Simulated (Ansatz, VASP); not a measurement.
# One calculation of Si2Ni, two programs

File INCAR:

```
SYSTEM = Si2Ni
PREC = Accurate
ENCUT = 520
EDIFF = 1E-7
ISMEAR = 0
SIGMA = 0.15
LREAL = .False.
LASPH = .True.
NELM = 60
ALGO = Normal
ISIF = 2
LWAVE = .False.
LCHARG = .False.
GGA = PS
NBANDS = 16
```

The input KPOINTS:

```
Automatic mesh
0
Gamma
  16 16 16
  0 0 0
```

POSCAR

```
Si2Ni
1.0
    0.0000000000      2.7462493208      2.7462493208
    2.6957048548      0.0505444660      2.6957048548
    2.6957048548      2.6957048548      0.0505444660
Si Ni
2 1
Direct
    0.2500000000      0.2500000000      0.2500000000
    0.7500000000      0.7500000000      0.7500000000
    0.0000000000      0.0000000000      0.0000000000
```

Input for Ansatz:

```yaml
crystal:
  lattice:
    - [0.0, 2.7462493208, 2.7462493208]
    - [2.6957048548, 0.050544466, 2.6957048548]
    - [2.6957048548, 2.6957048548, 0.050544466]
  atoms:
    - { symbol: Si, position: [0.25, 0.25, 0.25] }
    - { symbol: Si, position: [0.75, 0.75, 0.75] }
    - { symbol: Ni, position: [0.0, 0.0, 0.0] }
basis:
  ecutwfc: 420
kpoints:
  mp_grid: { grid: [16, 16, 16] }
hamiltonian:
  xc: pbesol
scf:
  occupations: { method: gaussian, width: 0.15 }
output:
  forces: true
  stress: true
  eigenvalues: true
  write_density: true
  write_potential: true
  elf: true
  volumetric_format: npy
```

Change from the starting cell: strain +0.0375 x Voigt [0, 0, 0, 1, 0, 0], atoms carried along.

Alike in both runs: task single point; functional PBEsol; k mesh 16 × 16 × 16; occupations gaussian, width 0.15 eV; no spin polarisation.

```csv
,VASP,Ansatz
version,VASP 6.6.1,Ansatz 0.2.0
potentials or method,"VASP PAW PBE potentials, release 64 (Si, Ni), cutoff 520 eV","scalar-relativistic, plane waves, PAW"
valence electrons in the cell,18,26
```

Ansatz gave:

| Property | Result |
| --- | --- |
| gap on the k mesh at the Fermi level (eV) | none |
| pressure (GPa) | 0.2 |
| traceless stress, the component that is largest in VASP (GPa) | -4.46 |
| rms of the force components (eV/Å) | 0.133 |

Task: Estimate VASP's values.

Result: gap on the k mesh at the Fermi level (eV): none; pressure (GPa): 0.3; traceless stress, the component that is largest in VASP (GPa): -4.45; rms of the force components (eV/Å): 0.134.

VASP's potentials were made for PBE, not for PBEsol. Atom by atom the forces differ by 0.001 eV/Å (rms over components). A gap of «none» marks a metal or a gap that the smearing closes. The functional is the same, so the differences come from potentials, cutoffs and numerics. VASP's potentials hold 18 valence electrons a cell and Ansatz's 26, so a difference there can come from the potentials and not from the codes.
